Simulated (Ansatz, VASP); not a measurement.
C: VASP beside Ansatz

Contents of INCAR:

```
SYSTEM = C
PREC     = Accurate       ! precision mode
ENCUT    = 520            ! plane-wave cutoff, eV
EDIFF    = 1E-6           ! SCF threshold, eV
ISMEAR   = 0              ! smearing method
SIGMA    = 0.03           ! smearing width, eV
LREAL    = .False.        ! projectors in reciprocal space
LASPH    = .True.         ! aspherical terms in the spheres
NELM     = 100            ! most SCF steps
ALGO     = Normal         ! electronic algorithm
ISIF     = 2              ! what is computed and relaxed
LWAVE    = .False.        ! write WAVECAR
LCHARG   = .False.        ! write CHGCAR
GGA      = PE             ! functional
IVDW     = 12             ! dispersion correction
NBANDS   = 11             ! bands
```

Contents of KPOINTS:

```
Automatic mesh
0
Gamma
  16 16 16
  0 0 0
```

Contents of POSCAR:

```
C
1.0
    0.0000000000      2.0755805716      3.3047059672
    1.1989765253      0.0000000000      3.3047059672
    1.1989765253      2.0755805716      0.0000000000
C
2
Direct
    0.1579107009      0.8420892991      0.1579107009
    0.8420892991      0.1579107009      0.8420892991
```

Input for Ansatz:

```yaml
crystal:
  lattice:
    - [0.0, 2.0755805716, 3.3047059672]
    - [1.1989765253, 0.0, 3.3047059672]
    - [1.1989765253, 2.0755805716, 0.0]
  atoms:
    - { symbol: C, position: [0.1579107009, 0.8420892991, 0.1579107009] }
    - { symbol: C, position: [0.8420892991, 0.1579107009, 0.8420892991] }
basis:
  ecutwfc: 520.0
kpoints:
  mp_grid: { grid: [16, 16, 16] }
hamiltonian:
  xc: pbe
  pseudopotentials: { kind: paw, azcp: { folder: soft_1 } }
  dispersion: d3bj
scf:
  occupations: { method: gaussian, width: 0.03 }
output:
  forces: true
  stress: true
  eigenvalues: true
```

Alike in both runs: task single point; functional PBE; dispersion D3(BJ); k mesh 16 × 16 × 16; occupations gaussian, width 0.03 eV; no spin polarisation.

```csv
,VASP,Ansatz
version,VASP 6.6.1,Ansatz 0.2.0
potentials or method,"VASP PAW PBE potentials, release 64 (C), cutoff 520 eV","scalar-relativistic, plane waves, PAW"
valence electrons in the cell,8,8
```

Ansatz gave:

- gap on the k mesh at the Fermi level (eV): none
- rms of the force components (eV/Å): 3.040

Which values does VASP return?

gap on the k mesh at the Fermi level (eV): none; rms of the force components (eV/Å): 3.041.

Atom by atom the forces differ by 0.000 eV/Å (rms over components). A gap of «none» marks a metal or a gap that the smearing closes.
